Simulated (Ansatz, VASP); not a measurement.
## One calculation of TiTe2, two programs

```
Ti Te
1.0
     3.77700    0.00000   -0.28328
    -1.88850    3.27098    0.14164
    -0.48735    0.00000    6.49800
Ti Te
1 2
Direct
  0.00000 0.00000 0.00000
  0.66667 0.33333 0.26280
  0.33333 0.66667 0.73720
```

Change from the starting cell: strain -0.1500 x Voigt [0, 0, 0, 0, 1, 0], atoms carried along.

Alike in both runs: task single point; functional PBE; k mesh 12 × 12 × 8; occupations gaussian, width 0.15 eV; no spin polarisation.

|  | VASP | Ansatz |
| --- | --- | --- |
| version | VASP 6.6.1 | Ansatz 0.2.0 |
| potentials or method | VASP PAW PBE potentials, release 64 (Ti_sv, Te), cutoff 520 eV | scalar-relativistic, plane waves, PAW |
| valence electrons in the cell | 24 | 44 |

Ansatz gave:

- gap on the k mesh at the Fermi level (eV): none
- pressure (GPa): 3.0
- traceless stress, the component that is largest in VASP (GPa): 8.84
- rms of the force components (eV/Å): 0.543

What did VASP give for the same quantities?

gap on the k mesh at the Fermi level (eV): none; pressure (GPa): 3.0; traceless stress, the component that is largest in VASP (GPa): 8.83; rms of the force components (eV/Å): 0.545.

Atom by atom the forces differ by 0.004 eV/Å (rms over components). A gap of «none» marks a metal or a gap that the smearing closes. VASP's potentials hold 24 valence electrons a cell and Ansatz's 44, so a difference there can come from the potentials and not from the codes.

Neither program's run includes spin-orbit coupling.
